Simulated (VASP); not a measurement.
# Pt: single point with PBE

The system is Pt.

```
Pt
1.0
     2.56540    0.00000    0.00000
    -1.28270    2.22170    0.00000
     0.00000    0.00000    4.54230
Pt
2
Direct
  0.66667 0.33333 0.75000
  0.33333 0.66667 0.25000
```

```json
{
 "Program": "VASP 6.6.1",
 "Task": "single point",
 "Functional": "PBE",
 "Potentials or basis": "VASP PAW PBE potentials, release 64 (Pt)",
 "Cutoff": "520 eV",
 "k mesh": "18 × 18 × 10",
 "Occupations": "gaussian, width 0.15 eV",
 "Spin": "no spin polarisation"
}
```

The pressure is 82.0 GPa and the band gap on the k mesh is zero (band 10 reaches 15.28 eV, above the bottom of band 11 at 13.39 eV).

Stress tensor (GPa, compression positive):
```
89.72  0.00  0.00
 0.00 89.72  0.00
 0.00  0.00 66.64
```

Levels at points of the mesh, in eV from the Fermi level:
```
           k point  band 8  band 9  band 10  band 11  band 12  band 13
(0.00, 0.00, 0.00)   -2.31   -2.31    -1.80    -0.27    -0.27     5.86
(0.50, 0.00, 0.00)   -0.02    0.61     0.87     2.78     4.57     8.50
(0.00, 0.00, 0.50)   -4.67   -1.02    -1.02    -1.02    -1.02    12.76
(0.50, 0.00, 0.50)   -1.37    0.76     0.76     1.71     1.71     8.25
```

Wall time 38 s on 1 thread of Intel(R) Xeon(R) 6975P-C (Granite Rapids), on a shared host, peak memory 0.2 GiB.

Caveat: spin-orbit coupling is left out, which moves the levels of the heavy elements.
